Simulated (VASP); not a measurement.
# BN (sol2) (P6_3mc) in VASP: further runs, part 2 of 2

VASP 6.6.1.

### Step 4. Single point, PBEsol (strained cell)

File INCAR:

```
SYSTEM = BN
PREC = Accurate
ENCUT = 520
EDIFF = 1E-6
ISMEAR = 0
SIGMA = 0.02
LREAL = .FALSE.
LASPH = .TRUE.
NELM = 100
ALGO = Normal
ISIF = 2
LWAVE = .FALSE.
LCHARG = .FALSE.
GGA = PS
NBANDS = 16
```

File KPOINTS:

```
Automatic mesh
0
G
  9 9 6
  0 0 0
```

File POSCAR:

```
BN
1.0
    2.5659661646      0.0000000000      0.0000000000
   -1.2829830823      2.2221918838      0.0000000000
    0.0000000000      0.0000000000      4.1975546887
B N
2 2
Direct
    0.3333333333      0.6666666667     -0.0003696468
    0.6666666667      0.3333333333      0.4996303532
    0.3333333333      0.6666666667      0.3743696468
    0.6666666667      0.3333333333      0.8743696468
```

Potentials or basis: VASP PAW PBE potentials, release 64 (B, N).

Started as:

```console
$ cat potpaw_PBE.64/B/POTCAR potpaw_PBE.64/N/POTCAR > POTCAR
$ mpirun -np 1 vasp_std > vasp.out
```

OUTCAR:

```text
SYSTEM = BN
   PREC = Accurate
   ENCUT = 520
   EDIFF = 1E-6
   ISMEAR = 0
   LREAL = .FALSE.
   LASPH = .TRUE.
   NELM = 100
   ISIF = 2
   GGA = PS

 ion  position               nearest neighbor table
   1  0.333  0.667  1.000-   4 1.57   4 1.57   4 1.57   3 1.57
   2  0.667  0.333  0.500-   3 1.57   3 1.57   3 1.57   4 1.57
   3  0.333  0.667  0.374-   2 1.57   2 1.57   2 1.57   1 1.57
   4  0.667  0.333  0.874-   1 1.57   1 1.57   1 1.57   2 1.57

  LATTYP: Found a hexagonal cell.
 ALAT       =     2.5659661646
 C/A-ratio  =     1.6358573806

  Lattice vectors:

 A1 = (   2.5659661646,   0.0000000000,   0.0000000000)
 A2 = (  -1.2829830823,   2.2221918838,   0.0000000000)
 A3 = (   0.0000000000,   0.0000000000,   4.1975546887)

Analysis of symmetry for initial positions (statically):
=====================================================================
 Subroutine PRICEL returns:
 Original cell was already a primitive cell.

 Routine SETGRP: Setting up the symmetry group for a
 hexagonal supercell.

 Subroutine GETGRP returns: Found 12 space group operations
 (whereof  6 operations were pure point group operations)
 out of a pool of 24 trial point group operations.

The static configuration has the point symmetry C_3v.
 The point group associated with its full space group is C_6v.

Analysis of symmetry for dynamics (positions and initial velocities):
=====================================================================
 Subroutine PRICEL returns:
 Original cell was already a primitive cell.

 Routine SETGRP: Setting up the symmetry group for a
 hexagonal supercell.

 Subroutine GETGRP returns: Found 12 space group operations
 (whereof  6 operations were pure point group operations)
 out of a pool of 24 trial point group operations.

The dynamic configuration has the point symmetry C_3v.
 The point group associated with its full space group is C_6v.

 Subroutine INISYM returns: Found 12 space group operations
[... 122 lines left out ...]
  volume/ion in A,a.u.               =       5.98        40.38
  Fermi-wavevector in a.u.,A,eV,Ry     =   1.431436  2.705021 27.878453  2.049008
  Thomas-Fermi vector in A             =   2.551173
   LORBIT       =      0    0 simple, 1 ext, 2 COOP (PROOUT), +10 PAW based schemes
   GGA     = PS    functional components
   LHFCALC =     F    Hartree Fock is set to
   AEXX    =    0.0000 exact exchange contribution
   IVDW    =     0    specifies the selected vdW correction
   LEPSILON=     F    determine dielectric tensor
   LRPA    =     F    only Hartree local field effects (RPA)
 non-spin polarized calculation
 Gauss-broadening in eV      SIGMA  =   0.02
  energy-cutoff  :      520.00
  volume of cell :       23.93
 maximum number of plane-waves:       652
 NGX is ok and might be reduce to    20
   NGX =  9   NGY =  9   NGZ = 15

 number of electron      16.0000000 magnetization

 Free energy of the ion-electron system (eV)
  ---------------------------------------------------
  ext. energy  EPLUGINS =         0.00000000
  ---------------------------------------------------
  free energy    TOTEN  =       -36.61303344 eV

  energy without entropy =      -36.61303344  energy(sigma->0) =      -36.61303344

 E-fermi :   7.4657     XC(G=0): -12.9427

 val. band max:        7.3485185507   @ k =   0.0000   0.0000   0.0000
 cond. band min:      12.3800027181   @ k =   0.3333   0.3333   0.0000
 fundamental gap:      5.0314841674
 Fermi energy:         7.4657140917

 k-point     1 :       0.0000    0.0000    0.0000
  band No.  band energies     occupation
      1     -12.9213      2.00000
      2      -8.6795      2.00000
      3      -3.5028      2.00000
      4       5.1604      2.00000
      5       5.1604      2.00000
      6       7.1236      2.00000
[... 433 lines left out ...]
      3      -1.6998      2.00000
      4      -0.4197      2.00000
      5      -0.4197      2.00000
      6       1.6124      2.00000
[... 8 lines left out ...]
     15      23.1979      0.00000
     16      23.1979      0.00000

 [... further k-points ...]

------------------------ aborting loop because EDIFF is reached ----------------------------------------

  FORCE on cell =-STRESS in cart. coord.  units (eV):
  Direction    XX          YY          ZZ          XY          YZ          ZX
  --------------------------------------------------------------------------------------
  -------------------------------------------------------------------------------------
  Total       -1.4327619     -1.4327619      0.1164616      0.0000000      0.0000000     -0.0000000
  in kB      -95.9082034    -95.9082034      7.7958656      0.0000000      0.0000000     -0.0000000
  external PRESSURE =     -61.3401804 kB  Pullay stress =       0.0000000 kB

 VOLUME and BASIS-vectors are now :
 -----------------------------------------------------------------------------
  energy-cutoff  :      520.00
  volume of cell :       23.93
      direct lattice vectors                 reciprocal lattice vectors
     2.565966165  0.000000000  0.000000000     0.389716752  0.225003072  0.000000000
    -1.282983082  2.222191884  0.000000000     0.000000000  0.450006144  0.000000000
     0.000000000  0.000000000  4.197554689     0.000000000  0.000000000  0.238233942

 POSITION                                       TOTAL-FORCE (eV/Angst)
 -----------------------------------------------------------------------------------
     -0.00000      1.48146      4.19600         0.000000      0.000000     -0.000643
      1.28298      0.74073      2.09723        -0.000000      0.000000     -0.000643
     -0.00000      1.48146      1.57144        -0.000000     -0.000000      0.000643
      1.28298      0.74073      3.67021         0.000000      0.000000      0.000643
 -----------------------------------------------------------------------------------
    total drift:                               -0.000000     -0.000000     -0.000255

  FREE ENERGIE OF THE ION-ELECTRON SYSTEM (eV)
  ---------------------------------------------------
  free  energy   TOTEN  =       -36.6130334366 eV

  energy  without entropy=      -36.6130334366  energy(sigma->0) =      -36.61303344
```

Wall time 6.2 s (1 thread of Intel Xeon 6975P-C (Granite Rapids), shared host); peak memory 0.13 GiB.

Results:

```yaml
Free_energy: -36.6130 eV
Pressure: -6.1 GPa
Band_gap_on_the_k_mesh: 5.03 eV, indirect (least direct gap 8.07 eV)
```

Levels at points of the mesh, in eV from the valence-band top:
```tsv
k point	band 5	band 6	band 7	band 8	band 9	band 10	band 11	band 12
(0.00, 0.00, 0.00)	-2.19	-0.22	0.00	0.00	8.16	8.16	8.82	9.11
(0.00, 0.00, 0.50)	-1.21	-1.21	-1.21	-1.21	9.16	9.16	9.73	9.73
```

Caveat: the cell differs from its parent crystal (strained cell); the PAW data sets were made with another functional, which shifts forces and pressure a little.

### Step 5. Single point, PBEsol (strained cell)

File INCAR:

```
PREC     = Accurate       # precision mode
ENCUT    = 520            # plane-wave cutoff, eV
EDIFF    = 1E-6           # SCF threshold, eV
ISMEAR   = 0              # smearing method
SIGMA    = 0.02           # smearing width, eV
LREAL    = F              # projectors in reciprocal space
LASPH    = T              # aspherical terms in the spheres
NELM     = 60             # most SCF steps
ALGO     = Normal         # electronic algorithm
ISIF     = 2              # what is computed and relaxed
LWAVE    = F              # write WAVECAR
LCHARG   = F              # write CHGCAR
GGA      = PS             # functional
NBANDS   = 16             # bands
```

File KPOINTS:

```
regular mesh
0
Gamma
  9 9 6
```

Edit POSCAR of step 4 so:

```diff
@@ -4,3 +4,3 @@
    -1.2829830823      2.2221918838      0.0000000000
-    0.0000000000      0.0000000000      4.1975546887
+    0.0000000000      0.0000000000      4.1977517949
 B N
```

Started as:

```console
$ cat potpaw_PBE.64/B/POTCAR potpaw_PBE.64/N/POTCAR > POTCAR
$ mpirun -np 1 vasp_std > vasp.out
```

Wall time 6.2 s (1 thread of Intel Xeon 6975P-C (Granite Rapids), shared host); peak memory 0.13 GiB.

The run converged. Its results:

* Free energy: -36.6130 eV
* Pressure: -6.2 GPa
* Band gap on the k mesh: 5.03 eV, indirect (least direct gap 8.07 eV)

Stress tensor (GPa, compression positive):
```
-9.59  0.00  0.00
 0.00 -9.59  0.00
 0.00  0.00  0.73
```

Levels at points of the mesh, in eV from the valence-band top:
```
           k point  band 4  band 5  band 6  band 7  band 8  band 9  band 10  band 11  band 12  band 13
(0.00, 0.00, 0.00)   -2.19   -2.19   -0.23    0.00    0.00    8.16     8.16     8.82     9.11    10.39
(0.00, 0.00, 0.50)   -5.59   -1.21   -1.21   -1.21   -1.21    9.16     9.16     9.73     9.73     9.73
```

Caveat: the cell differs from its parent crystal (strained cell); the PAW data sets were made with another functional, which shifts forces and pressure a little.

### Step 6. The runs side by side

| cell | gap on the mesh (eV) | pressure (GPa) |
| --- | --- | --- |
| a = 2.566, b = 2.566, c = 4.177 Å, angles 90.0, 90.0, 120.0°, 4 atoms | 5.05 | -4.3 |
| a = 2.566, b = 2.566, c = 4.200 Å, angles 90.0, 90.0, 120.0°, 4 atoms | 5.03 | -6.3 |
| a = 2.566, b = 2.566, c = 4.198 Å, angles 90.0, 90.0, 120.0°, 4 atoms | 5.03 | -6.2 |

Alike in all rows: task single point; level PBEsol; potentials or basis VASP PAW PBE potentials, release 64 (B, N); no spin polarisation; k mesh 9 × 9 × 6; cutoff (eV) 520; smearing gaussian 0.02 eV.

Caveats: the PAW data sets were made with another functional, which shifts forces and pressure a little.

Total energies depend on the potentials used, so only differences within one code and one set of settings carry meaning.
